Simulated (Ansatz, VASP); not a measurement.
**One calculation of B3N2, two programs**

```
B N
1.0
     1.28413    0.74139    5.95260
    -1.28413    0.74139    5.95260
     0.00000   -1.48279    5.95260
B N
3 2
Direct
  0.00000 0.00000 0.00000
  0.20950 0.20950 0.20950
  0.79050 0.79050 0.79050
  0.40000 0.40000 0.40000
  0.60000 0.60000 0.60000
```

Alike in both runs: task relaxation of cell and atoms; functional PBE; k mesh 6 × 6 × 6; occupations gaussian, width 0.1 eV; no spin polarisation.

|  | VASP | Ansatz |
| --- | --- | --- |
| version | VASP 6.6.1 | Ansatz 0.2.0 |
| potentials or method | VASP PAW PBE potentials, release 64 (B, N), cutoff 600 eV | scalar-relativistic, plane waves, PAW |
| valence electrons in the cell | 19 | 19 |

Ansatz gave:

```
gap on the k mesh at the Fermi level, each at its own relaxed structure (eV) : none
relaxed volume (Å³/atom)                                                     : 5.70
relaxed cell length with the largest relative difference (Å)                 : 5.569
```

Problem. Estimate VASP's values.

Solution. gap on the k mesh at the Fermi level, each at its own relaxed structure (eV): none; relaxed volume (Å³/atom): 5.69; relaxed cell length with the largest relative difference (Å): 5.568.

A gap of «none» marks a metal or a gap that the smearing closes.

The k mesh is coarse, so the values compare programs but aren't converged. Noted on VASP's run: the volume moved by over 15 % at a fixed basis, so the end points are rough.
